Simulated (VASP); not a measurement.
# Li (Fd-3m) in VASP: a series of runs, part 2 of 2

VASP 6.6.1.

**4. Single point, PBE (volume scaled by 0.95)**

Input file INCAR:

```
SYSTEM = Li
  ALGO = Normal
  EDIFF = 1E-6
  ENCUT = 520
  GGA = PE
  ISIF = 2
  ISMEAR = -1
  LASPH = .TRUE.
  LCHARG = .FALSE.
  LREAL = .FALSE.
  LWAVE = .FALSE.
  NBANDS = 10
  NELM = 100
  PREC = Accurate
  SIGMA = 0.05
```

Input file KPOINTS:

```
k-points
0
G
  11 11 11
  0 0 0
```

Input file POSCAR:

```
Li
1.0
    0.0000000000      2.8957551988      2.8957551988
    2.8957551988      0.0000000000      2.8957551988
    2.8957551988      2.8957551988      0.0000000000
Li
2
Direct
   -0.1250000000     -0.1250000000     -0.1250000000
    0.1250000000      0.1250000000      0.1250000000
```

Potentials or basis: VASP PAW PBE potentials, release 64 (Li_sv).

Started as:

```console
cat potpaw_PBE.64/Li_sv/POTCAR > POTCAR
mpirun -np 1 vasp_std > vasp.out
```

OUTCAR:

```text
SYSTEM = Li
   EDIFF = 1E-6
   ENCUT = 520
   GGA = PE
   ISIF = 2
   ISMEAR = -1
   LASPH = .TRUE.
   LREAL = .FALSE.
   NELM = 100
   PREC = Accurate

 ion  position               nearest neighbor table
   1  0.875  0.875  0.875-   2 2.51   2 2.51   2 2.51   2 2.51
   2  0.125  0.125  0.125-   1 2.51   1 2.51   1 2.51   1 2.51

  LATTYP: Found a face centered cubic cell.
 ALAT       =     5.7915103976

  Lattice vectors:

 A1 = (   0.0000000000,   2.8957551988,   2.8957551988)
 A2 = (   2.8957551988,   0.0000000000,   2.8957551988)
 A3 = (   2.8957551988,   2.8957551988,   0.0000000000)

Analysis of symmetry for initial positions (statically):
[... 6 lines left out ...]

 Subroutine GETGRP returns: Found 48 space group operations
 (whereof 12 operations were pure point group operations)
 out of a pool of 48 trial point group operations.

The static configuration has the point symmetry D_3d.
 The point group associated with its full space group is O_h .

Analysis of symmetry for dynamics (positions and initial velocities):
[... 6 lines left out ...]

 Subroutine GETGRP returns: Found 48 space group operations
 (whereof 12 operations were pure point group operations)
 out of a pool of 48 trial point group operations.

The dynamic configuration has the point symmetry D_3d.
 The point group associated with its full space group is O_h .

 Subroutine INISYM returns: Found 48 space group operations
 (whereof 12 operations are pure point group operations),
 and found     1 'primitive' translations

----------------------------------------------------------------------------------------

                                     Primitive cell

  volume of cell :      48.5641

  direct lattice vectors                    reciprocal lattice vectors
     0.000000000  2.895755199  2.895755199    -0.172666529  0.172666529  0.172666529
     2.895755199  0.000000000  2.895755199     0.172666529 -0.172666529  0.172666529
     2.895755199  2.895755199  0.000000000     0.172666529  0.172666529 -0.172666529

  length of vectors
     4.095216275  4.095216275  4.095216275     0.299067202  0.299067202  0.299067202

  position of ions in fractional coordinates (direct lattice)
     0.875000000  0.875000000  0.875000000
     0.125000000  0.125000000  0.125000000

  ion indices of the primitive-cell ions
   primitive index   ion index
                 1           1
                 2           2

----------------------------------------------------------------------------------------

 KPOINTS: k-points

Automatic generation of k-mesh.
 Grid dimensions read from file:
 generate k-points for:   11   11   11

 Generating k-lattice:

  Cartesian coordinates                     Fractional coordinates (reciprocal lattice)
    -0.015696957  0.015696957  0.015696957     0.090909091  0.000000000  0.000000000
     0.015696957 -0.015696957  0.015696957     0.000000000  0.090909091  0.000000000
     0.015696957  0.015696957 -0.015696957     0.000000000  0.000000000  0.090909091

  Length of vectors
     0.027187927  0.027187927  0.027187927

  Shift w.r.t. Gamma in fractional coordinates (k-lattice)
     0.000000000  0.000000000  0.000000000

 Subroutine IBZKPT returns following result:
 ===========================================

 Found     56 irreducible k-points:

 Following reciprocal coordinates:
            Coordinates               Weight
  0.000000  0.000000  0.000000      1.000000
  0.090909  0.000000  0.000000      8.000000
  0.181818  0.000000  0.000000      8.000000
  0.272727  0.000000  0.000000      8.000000
  0.363636  0.000000  0.000000      8.000000
  0.454545  0.000000  0.000000      8.000000
[... 16 lines left out ...]
 -0.272727  0.181818  0.000000     24.000000
 -0.181818  0.181818  0.000000     12.000000
 [... further k-points ...]
   k-points           NKPTS =     56   k-points in BZ     NKDIM =     56   number of bands    NBANDS=     10
   number of dos      NEDOS =    301   number of ions     NIONS =      2
   total plane-waves  NPLWV =  27000
   dimension x,y,z NGX =    30 NGY =   30 NGZ =   30
   dimension x,y,z NGXF=    60 NGYF=   60 NGZF=   60
   ions per type =               2
   NGX,Y,Z   is equivalent  to a cutoff of  12.18, 12.18, 12.18 a.u.
   NGXF,Y,Z  is equivalent  to a cutoff of  24.36, 24.36, 24.36 a.u.
 SYSTEM =  Li
   PREC   = accura    normal or accurate (medium, high low for compatibility)
   ISTART =      0    job   : 0-new  1-cont  2-samecut
   ICHARG =      2    charge: 1-file 2-atom 10-const
   ISPIN  =      1    spin polarized calculation?
   LNONCOLLINEAR =      F non collinear calculations
   LSORBIT =      F    spin-orbit coupling
   LASPH  =      T    aspherical Exc in radial PAW
   ENCUT  =  520.0 eV  38.22 Ry    6.18 a.u.   7.61  7.61  7.61*2*pi/ulx,y,z
   NELM   =    100;   NELMIN=  2; NELMDL= -5     # of ELM steps
   EDIFF  = 0.1E-05   stopping-criterion for ELM
   LREAL  =      F    real-space projection
   EDIFFG = 0.1E-04   stopping-criterion for IOM
   NSW    =      0    number of steps for IOM
   IBRION =     -1    ionic relax: 0-MD 1-quasi-New 2-CG
   NFREE  =      0    steps in history (QN), initial steepest desc. (CG)
   ISIF   =      2    stress and relaxation
   ISYM   =      2    0-nonsym 1-usesym 2-fastsym
   POTIM  = 0.5000    time-step for ionic-motion
   TEBEG  =    0.0;   TEEND  =   0.0 temperature during run
   PSTRESS=    0.0 pullay stress
   NELECT =       6.0000    total number of electrons
   NUPDOWN=      -1.0000    fix difference up-down
   EMIN   =  10.00;   EMAX   =-10.00  energy-range for DOS
   EFERMI =   0.00;   METHOD = LEGACY
   ISMEAR =    -1;   SIGMA  =   0.05  broadening in eV -4-tet -1-fermi 0-gaus
   EFERMI_NEDOS =   21; number of points for ismear=-14 and -15
   IALGO  =     38    algorithm
   IMIX   =      4    mixing-type and parameters
     AMIX     =   0.40;   BMIX     =  1.00
     AMIX_MAG =   1.60;   BMIX_MAG =  1.00
  volume/ion in A,a.u.               =      24.28       163.86
  Fermi-wavevector in a.u.,A,eV,Ry     =   0.815368  1.540821  9.045482  0.664824
  Thomas-Fermi vector in A             =   1.925443
   LORBIT       =      0    0 simple, 1 ext, 2 COOP (PROOUT), +10 PAW based schemes
   GGA     = PE    functional components
   LHFCALC =     F    Hartree Fock is set to
   AEXX    =    0.0000 exact exchange contribution
   IVDW    =     0    specifies the selected vdW correction
   LEPSILON=     F    determine dielectric tensor
   LRPA    =     F    only Hartree local field effects (RPA)
 non-spin polarized calculation
  energy-cutoff  :      520.00
  volume of cell :       48.56
 maximum number of plane-waves:      1326
   NGX = 15   NGY = 15   NGZ = 15

 number of electron       6.0000007 magnetization

 Free energy of the ion-electron system (eV)
  ---------------------------------------------------
  ext. energy  EPLUGINS =         0.00000000
  ---------------------------------------------------
  free energy    TOTEN  =        -2.78173152 eV

  energy without entropy =       -2.77609460  energy(sigma->0) =       -2.77891306

 E-fermi :   0.3732     XC(G=0):  -6.5993

 val. band max:        0.3252287088   @ k =  -0.4545   0.1818   0.0000
 cond. band min:       0.4546404997   @ k =  -0.4545   0.1818   0.0909
 fundamental gap:      0.1294117908
 Fermi energy:         0.3731772468

 k-point     1 :       0.0000    0.0000    0.0000
  band No.  band energies     occupation
      1     -47.4341      2.00000
      2     -47.3429      2.00000
      3      -3.1010      2.00000
      4       6.1025      0.00000
      5       6.1026      0.00000
      6       6.1026      0.00000
      7       7.2360      0.00000
      8       7.2360      0.00000
      9       7.2360      0.00000
     10      12.1108      0.00000

 k-point     2 :       0.0909    0.0000    0.0000
  band No.  band energies     occupation
      1     -47.4326      2.00000
      2     -47.3443      2.00000
      3      -3.0155      2.00000
      4       5.1481      0.00000
      5       5.8029      0.00000
      6       5.8029      0.00000
      7       7.6152      0.00000
      8       7.6152      0.00000
      9       8.0496      0.00000
     10      11.3309      0.00000
[... 274 lines left out ...]
 k-point    24 :      -0.1818    0.1818    0.0000
  band No.  band energies     occupation
      1     -47.4206      2.00000
      2     -47.3561      2.00000
      3      -2.1954      2.00000
      4       3.0703      0.00000
      5       3.1179      0.00000
      6       5.2748      0.00000
      7       8.1757      0.00000
      8       8.3626      0.00000
      9       9.8361      0.00000
     10       9.9646      0.00000

 [... further k-points ...]

------------------------ aborting loop because EDIFF is reached ----------------------------------------

  FORCE on cell =-STRESS in cart. coord.  units (eV):
  Direction    XX          YY          ZZ          XY          YZ          ZX
  --------------------------------------------------------------------------------------
  -------------------------------------------------------------------------------------
  Total        0.0697350      0.0697350      0.0697350     -0.0000000     -0.0000000      0.0000000
  in kB        2.3006255      2.3006255      2.3006255     -0.0000000     -0.0000000      0.0000000
  external PRESSURE =       2.3006255 kB  Pullay stress =       0.0000000 kB

 VOLUME and BASIS-vectors are now :
 -----------------------------------------------------------------------------
  energy-cutoff  :      520.00
  volume of cell :       48.56
      direct lattice vectors                 reciprocal lattice vectors
     0.000000000  2.895755199  2.895755199    -0.172666529  0.172666529  0.172666529
     2.895755199  0.000000000  2.895755199     0.172666529 -0.172666529  0.172666529
     2.895755199  2.895755199  0.000000000     0.172666529  0.172666529 -0.172666529

 POSITION                                       TOTAL-FORCE (eV/Angst)
 -----------------------------------------------------------------------------------
      5.06757      5.06757      5.06757         0.000000      0.000000      0.000000
      0.72394      0.72394      0.72394        -0.000000     -0.000000     -0.000000
 -----------------------------------------------------------------------------------
    total drift:                                0.000000      0.000000      0.000000

  FREE ENERGIE OF THE ION-ELECTRON SYSTEM (eV)
  ---------------------------------------------------
  free  energy   TOTEN  =        -2.7817315155 eV

  energy  without entropy=       -2.7760946007  energy(sigma->0) =       -2.77891306
```

stdout:

```text
POSCAR found type information on POSCAR Li
 POSCAR found :  1 types and       2 ions
 scaLAPACK will be used
 LDA part: xc-table for (Slater+PW92), standard interpolation
 POSCAR, INCAR and KPOINTS ok, starting setup
 FFT: planning ... GRIDC
 FFT: planning ... GRID_SOFT
 FFT: planning ... GRID
 WAVECAR not read
 entering main loop
```

Run time: 35 s. Hardware: 1 thread of AMD EPYC 7R43 (Zen 3), shared host; peak memory 0.13 GiB.

What came out:

```yaml
Free_energy: -2.7817 eV
Band_gap_on_the_k_mesh: zero (band 3 reaches 0.59 eV, above the bottom of band 4 at 0.15 eV)
```

Caveat: the cutoff is under 1.25 times the usual one of these potentials, so pressure, stress and relaxed cells hold a basis-set (Pulay) error.

**5. Single point, PBE (volume scaled by 0.95)**

Input file INCAR:

```
PREC = Accurate ; ENCUT = 520
EDIFF = 1E-6 ; ISMEAR = -1
SIGMA = 0.05 ; LREAL = F
LASPH = T ; NELM = 60
ALGO = Normal ; ISIF = 2
LWAVE = F ; LCHARG = F
GGA = PE ; NBANDS = 10
```

Input file KPOINTS:

```
regular mesh
0
Gamma
  11 11 11
```

POSCAR is that of step 4.

Started as:

```console
cat potpaw_PBE.64/Li_sv/POTCAR > POTCAR
mpirun -np 1 vasp_std > vasp.out
```

Run time: 31 s. Hardware: 1 thread of AMD EPYC 7R43 (Zen 3), shared host; peak memory 0.13 GiB.

The run converged. Its results:

| Item | Value |
| --- | --- |
| Free energy | -2.7817 eV |
| Band gap on the k mesh | zero (band 3 reaches 0.59 eV, above the bottom of band 4 at 0.15 eV) |

Levels at points of the mesh, in eV from the Fermi level:
| k point | band 1 | band 2 | band 3 | band 4 | band 5 | band 6 | band 7 | band 8 |
| --- | --- | --- | --- | --- | --- | --- | --- | --- |
| (0.00, 0.00, 0.00) | -47.81 | -47.72 | -3.47 | 5.73 | 5.73 | 5.73 | 6.86 | 6.86 |

Caveat: the cutoff is under 1.25 times the usual one of these potentials, so pressure, stress and relaxed cells hold a basis-set (Pulay) error.
